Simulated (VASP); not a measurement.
Write the native input for VASP 6.6.1 that does the following.

| Property | Result |
| --- | --- |
| Task | single point |
| Functional | PBE |
| Potentials or basis | VASP PAW PBE potentials, release 64 (K_sv, I) |
| Cutoff | 520 eV |
| k mesh | 4 × 4 × 4 |
| Occupations | gaussian, width 0.01 eV |
| Spin | no spin polarisation |
| Dipole correction | no |
| Further INCAR settings | ALGO = Normal; EDIFF = 1e-07; NBANDS = 15 |

The structure of KI lies in POSCAR:

```
KI
1.0
    4.4296020787      0.0000000000      0.0000000000
    0.0000000000      4.4296020787      0.0000000000
    0.0000000000      0.0000000000      4.4296020787
K I
1 1
Direct
    0.0000000000      0.0000000000      0.0000000000
    0.5000000000      0.5000000000      0.5000000000
```

This cell differs from its parent crystal: volume changed by +10%.

These files were run (other wordings do the same):

INCAR

```
SYSTEM = KI
PREC = Accurate
ENCUT = 520
EDIFF = 1E-7
ISMEAR = 0
SIGMA = 0.01
LREAL = .FALSE.
LASPH = .TRUE.
NELM = 60
ALGO = Normal
ISIF = 2
LWAVE = .FALSE.
LCHARG = .FALSE.
GGA = PE
NBANDS = 15
```

KPOINTS

```
Automatic mesh
0
G
  4 4 4
  0 0 0
```

Potentials or basis: VASP PAW PBE potentials, release 64 (K_sv, I).

Run with:

```bash
$ cat potpaw_PBE.64/K_sv/POTCAR potpaw_PBE.64/I/POTCAR > POTCAR
$ mpirun -np 1 vasp_std > vasp.out
```

Results of the run:

```json
{
  "Pressure": "-0.6 GPa",
  "Band gap on the k mesh": "3.11 eV, indirect (least direct gap 3.42 eV)"
}
```

Caveat: spin-orbit coupling is left out, which moves the levels of the heavy elements.

Wall time 7.3 s on 1 thread of Intel(R) Xeon(R) 6975P-C (Granite Rapids), with other jobs on the host, peak memory 0.2 GiB.
